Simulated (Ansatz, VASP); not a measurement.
# Na in VASP and in Ansatz

```
Na
1.0
    -2.08573    2.08573    2.08573
     2.08573   -2.08573    2.08573
     2.08573    2.08573   -2.08573
Na
1
Direct
  0.00000 0.00000 0.00000
```

Alike in both runs: task single point; functional PBEsol; k mesh 6 × 6 × 6; occupations gaussian, width 0.1 eV; no spin polarisation.

|  | VASP | Ansatz |
| --- | --- | --- |
| version | VASP 6.6.1 | Ansatz 0.2.0 |
| potentials or method | VASP PAW PBE potentials, release 64 (Na_pv), cutoff 500 eV | scalar-relativistic, plane waves, PAW |
| valence electrons in the cell | 7 | 9 |

|  | VASP | Ansatz | Ansatz less VASP |
| --- | --- | --- | --- |
| gap on the k mesh at the Fermi level (eV) | none | none | - |
| pressure (GPa) | 0.1 | 0.1 | +0.04 |

VASP's potentials were made for PBE, not for PBEsol, and Ansatz warns of the same on its side. A gap of «none» marks a metal or a gap that the smearing closes. VASP's potentials hold 7 valence electrons a cell and Ansatz's 9, so a difference there can come from the potentials and not from the codes.
